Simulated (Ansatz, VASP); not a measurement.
One calculation of W, two programs

Contents of INCAR:

```
ALGO = Normal
EDIFF = 1E-6
ENCUT = 500
GGA = PS
GGA_COMPAT = F
ISIF = 2
ISMEAR = 0
IVDW = 13
LASPH = T
LCHARG = T
LELF = T
LREAL = F
LVHAR = T
LWAVE = F
NBANDS = 13
NELM = 120
PREC = Accurate
SIGMA = 0.1
```

The input KPOINTS:

```
k-points
0
Gamma
  8 8 8
```

Contents of POSCAR:

```
W
1.0
   -1.5750000000      1.5750000000      1.5750000000
    1.5750000000     -1.5750000000      1.5750000000
    1.5750000000      1.5750000000     -1.5750000000
W
1
Direct
    0.0000000000      0.0000000000      0.0000000000
```

Input for Ansatz:

```yaml
crystal:
  lattice:
    - [-1.575, 1.575, 1.575]
    - [1.575, -1.575, 1.575]
    - [1.575, 1.575, -1.575]
  atoms:
    - { symbol: W, position: [0.0, 0.0, 0.0] }
basis:
  ecutwfc: 420
kpoints:
  mp_grid: { grid: [8, 8, 8] }
hamiltonian:
  xc: pbesol
  dispersion: d4
  pseudopotentials: { kind: paw, azcp: { folder: soft_1 } }
scf:
  occupations: { method: gaussian, width: 0.1 }
output:
  forces: true
  stress: true
  eigenvalues: true
```

Alike in both runs: task single point; functional PBEsol; dispersion D4; k mesh 8 × 8 × 8; occupations gaussian, width 0.1 eV; no spin polarisation.

|  | VASP | Ansatz |
| --- | --- | --- |
| version | VASP 6.6.1 | Ansatz 0.2.0 |
| potentials or method | VASP PAW PBE potentials, release 64 (W_sv), cutoff 500 eV | scalar-relativistic, plane waves, PAW |
| valence electrons in the cell | 14 | 14 |

VASP gave:

- gap on the k mesh at the Fermi level (eV): none
- pressure (GPa): -1.5

Task: What did Ansatz give for the same quantities?

Result: gap on the k mesh at the Fermi level (eV): none; pressure (GPa): -2.1.

VASP's potentials were made for PBE, not for PBEsol, and Ansatz warns of the same on its side. A gap of «none» marks a metal or a gap that the smearing closes.

Spin-orbit coupling is off throughout.
